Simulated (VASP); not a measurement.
A run of VASP 6.6.1 is set up as follows.

The input POSCAR:

```
TiO2
1.0
    4.5969450441      0.0000000000      0.0000000000
    0.0000000000      4.5969450441      0.0000000000
    0.0000000000      0.0000000000      2.9535430427
Ti O
2 4
Direct
    0.0000000000      0.0000000000      0.0000000000
    0.5000000000      0.5000000000      0.5000000000
    0.3046314522      0.3046314522      0.0000000000
    0.1953685478      0.8046314522      0.5000000000
    0.6953685478      0.6953685478      0.0000000000
    0.8046314522      0.1953685478      0.5000000000
```

The input INCAR.step1:

```
PREC = Accurate
ENCUT = 660
ISMEAR = 0
SIGMA = 0.02
LREAL = False
LASPH = True
NELM = 120
NBANDS = 33
GGA = PE
ALGO = Normal
EDIFF = 1E-5
LWAVE = True
LCHARG = False
GGA_COMPAT = False
```

Contents of INCAR.step2:

```
PREC = Accurate
ENCUT = 660
EDIFF = 1E-6
ISMEAR = 0
SIGMA = 0.02
LREAL = False
LASPH = True
NELM = 120
ALGO = Normal
ISIF = 2
LWAVE = False
LCHARG = False
METAGGA = R2SCAN
LMIXTAU = True
NBANDS = 33
ISTART = 1
GGA_COMPAT = False
```

File KPOINTS:

```
regular mesh
0
Gamma
  6 6 10
```

Potentials or basis: VASP PAW PBE potentials, release 64 (Ti_sv, O).

Command:

```console
$ cat potpaw_PBE.64/Ti_sv/POTCAR potpaw_PBE.64/O/POTCAR > POTCAR
$ cp INCAR.step1 INCAR
$ mpirun -np 1 vasp_std > vasp.out
$ cp INCAR.step2 INCAR
$ mpirun -np 1 vasp_std > vasp.out
```

Q: Estimate the pressure.

A: 1.0 GPa.

Q: Estimate the largest force.

A: 0.031 eV/Å.

Q: Estimate the band gap on the k mesh.

A: 2.23 eV.

Stress tensor (GPa, compression positive):
```
0.75 0.00 0.00
0.00 0.75 0.00
0.00 0.00 1.45
```

Caveat: the PAW data sets were made with another functional, which shifts forces and pressure a little.

**What was measured.**

From “Shallow Valence Band of Rutile GeO2 and P-type Doping”, 2020, arxiv:2011.08928, for a bulk crystal of TiO2 at 1.6 K: band gap 3.03 eV (direct).

A measured gap of TiO2 is 3.03 eV (direct; 1.6 K; quoted in “Shallow Valence Band of Rutile GeO2 and P-type Doping”, 2020, arxiv:2011.08928); the calculated 2.23 eV misses it by -0.80 eV. 2 values of this kind are on record in papers (3.03 to 3.05 eV); this one was drawn at random among those near their median. The value is that of r2SCAN on a finite k mesh, which can miss the band edges, without temperature or zero-point motion.
